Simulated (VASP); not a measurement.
Input of a VASP 6.6.1 run:

The input POSCAR:

```
HfB2
1.0
    3.1358835078      0.0000000000      0.0000000000
   -1.5679417539      2.7157547811      0.0000000000
    0.0000000000      0.0000000000      3.4807436488
Hf B
1 2
Direct
    0.0000000000      0.0000000000      0.0000000000
    0.3333333333      0.6666666667      0.5000000000
    0.6666666667      0.3333333333      0.5000000000
```

Contents of INCAR.step1:

```
PREC = Accurate
ENCUT = 520
ISMEAR = 0
SIGMA = 0.05
LREAL = False
LASPH = True
NELM = 60
NBANDS = 15
GGA = PE
ALGO = Normal
EDIFF = 1E-4
LWAVE = True
LCHARG = False
```

INCAR.step2

```
PREC = Accurate
ENCUT = 520
EDIFF = 1E-7
ISMEAR = 0
SIGMA = 0.05
LREAL = False
LASPH = True
NELM = 60
ALGO = Normal
ISIF = 2
LWAVE = False
LCHARG = False
METAGGA = R2SCAN
LMIXTAU = True
NBANDS = 15
ISTART = 1
```

KPOINTS

```
regular mesh
0
Gamma
  14 14 12
```

Potentials or basis: VASP PAW PBE potentials, release 64 (Hf_pv, B).

Command:

```console
$ cat potpaw_PBE.64/Hf_pv/POTCAR potpaw_PBE.64/B/POTCAR > POTCAR
$ cp INCAR.step1 INCAR
$ mpirun -np 1 vasp_std > vasp.out
$ cp INCAR.step2 INCAR
$ mpirun -np 1 vasp_std > vasp.out
```

What does it give for the band gap on the k mesh?

Zero (band 8 reaches 8.59 eV, above the bottom of band 9 at 7.49 eV).

What does it give for the pressure?

-0.6 GPa.

Caveat: the PAW data sets were made with another functional, which shifts forces and pressure a little; spin-orbit coupling is left out, which moves the levels of the heavy elements.
